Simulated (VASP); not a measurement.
Set up this calculation in VASP 6.6.1, as the native input.

```
Task                   : single point
Functional             : r2SCAN
Potentials or basis    : VASP PAW PBE potentials, release 64 (Pb_d, Te)
Cutoff                 : 550 eV
k mesh                 : 6 × 6 × 4
Occupations            : gaussian, width 0.02 eV
Spin                   : no spin polarisation
Dipole correction      : no
Further INCAR settings : ALGO = Normal; EDIFF = 1e-06; NBANDS = 28
```

Crystal: TePb.

```xyz
4
Lattice="4.6457 0.0000 0.0000 0.0000 4.6457 0.0000 0.0000 0.0000 6.5835" Properties=species:S:1:pos:R:3 pbc="T T T"
Pb    0.0000    0.0000    0.0000
Pb    2.3228    2.3228    3.2917
Te    2.3228    2.3228    0.0000
Te    0.0000    0.0000    3.2917
```

These files were run (other wordings do the same):

POSCAR

```
TePb
1.0
    4.6456710610      0.0000000000      0.0000000000
    0.0000000000      4.6456710610      0.0000000000
    0.0000000000      0.0000000000      6.5834752922
Pb Te
2 2
Direct
    0.0000000000      0.0000000000      0.0000000000
    0.5000000000      0.5000000000      0.5000000000
    0.5000000000      0.5000000000      0.0000000000
    0.0000000000      0.0000000000      0.5000000000
```

INCAR.step1

```
SYSTEM = TePb
ALGO     = Normal         ! electronic algorithm
EDIFF    = 1E-5           ! SCF threshold, eV
ENCUT    = 550            ! plane-wave cutoff, eV
GGA      = PE             ! functional
GGA_COMPAT= .False.      
ISMEAR   = 0              ! smearing method
LASPH    = .True.         ! aspherical terms in the spheres
LCHARG   = .False.        ! write CHGCAR
LREAL    = .False.        ! projectors in reciprocal space
LWAVE    = .True.         ! write WAVECAR
NBANDS   = 28             ! bands
NELM     = 120            ! most SCF steps
PREC     = Accurate       ! precision mode
SIGMA    = 0.02           ! smearing width, eV
```

INCAR.step2

```
SYSTEM = TePb
ALGO     = Normal         ! electronic algorithm
EDIFF    = 1E-6           ! SCF threshold, eV
ENCUT    = 550            ! plane-wave cutoff, eV
GGA_COMPAT= .False.      
ISIF     = 2              ! what is computed and relaxed
ISMEAR   = 0              ! smearing method
ISTART   = 1            
LASPH    = .True.         ! aspherical terms in the spheres
LCHARG   = .False.        ! write CHGCAR
LMIXTAU  = .True.       
LREAL    = .False.        ! projectors in reciprocal space
LWAVE    = .False.        ! write WAVECAR
METAGGA  = R2SCAN         ! meta-GGA
NBANDS   = 28             ! bands
NELM     = 120            ! most SCF steps
PREC     = Accurate       ! precision mode
SIGMA    = 0.02           ! smearing width, eV
```

KPOINTS

```
k-points
0
Gamma
  6 6 4
  0 0 0
```

Potentials or basis: VASP PAW PBE potentials, release 64 (Pb_d, Te).

Launch:

```sh
$ cat potpaw_PBE.64/Pb_d/POTCAR potpaw_PBE.64/Te/POTCAR > POTCAR
$ cp INCAR.step1 INCAR
$ mpirun -np 1 vasp_std > vasp.out
$ cp INCAR.step2 INCAR
$ mpirun -np 1 vasp_std > vasp.out
```

Results of the run:

```yaml
Pressure: -0.7 GPa
Band_gap_on_the_k_mesh: 1.13 eV
```

Caveat: the PAW data sets were made with another functional, which shifts forces and pressure a little; spin-orbit coupling is left out, which moves the levels of the heavy elements.

Run time: 3.5 min on 1 thread of Intel(R) Xeon(R) Platinum 8375C CPU @ 2.90GHz (Ice Lake), with other jobs on the host, peak memory 0.33 GiB.
